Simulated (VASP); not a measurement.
Wanted: the native input for a VASP 6.6.1 run.

```yaml
Task: single point
Functional: PBE
Potentials_or_basis: VASP PAW PBE potentials, release 64 (Mo_sv)
Cutoff: 520 eV
k_mesh: 9 × 9 × 9
Occupations: gaussian, width 0.05 eV
Spin: no spin polarisation
Dipole_correction: no
Further_INCAR_settings: ALGO = Normal; EDIFF = 1e-06; NBANDS = 13
```

The structure of Mo lies in POSCAR:

```
Mo
1.0
    2.6004329574      0.0000000000      0.0000000000
    0.0000000000      2.6004329574      0.0000000000
    0.0000000000      0.0000000000      2.6004329574
Mo
1
Direct
    0.0000000000      0.0000000000      0.0000000000
```

The input as run:

INCAR

```
SYSTEM = Mo
PREC     = Accurate       ! precision mode
ENCUT    = 520            ! plane-wave cutoff, eV
EDIFF    = 1E-6           ! SCF threshold, eV
ISMEAR   = 0              ! smearing method
SIGMA    = 0.05           ! smearing width, eV
LREAL    = .FALSE.        ! projectors in reciprocal space
LASPH    = .TRUE.         ! aspherical terms in the spheres
NELM     = 60             ! most SCF steps
ALGO     = Normal         ! electronic algorithm
ISIF     = 2              ! what is computed and relaxed
LWAVE    = .FALSE.        ! write WAVECAR
LCHARG   = .FALSE.        ! write CHGCAR
GGA      = PE             ! functional
NBANDS   = 13             ! bands
```

KPOINTS

```
Automatic mesh
0
G
  9 9 9
  0 0 0
```

Potentials or basis: VASP PAW PBE potentials, release 64 (Mo_sv).

Launch:

```bash
$ cat potpaw_PBE.64/Mo_sv/POTCAR > POTCAR
$ mpirun -np 1 vasp_std > vasp.out
```

It gave:

```yaml
Pressure: 0.5 GPa
Band_gap_on_the_k_mesh: zero (band 7 reaches 11.99 eV, above the bottom of band 8 at 10.11 eV)
```

Run time: 8 s on 1 thread of Intel Xeon 8259CL, on a shared host, peak memory 0.12 GiB.
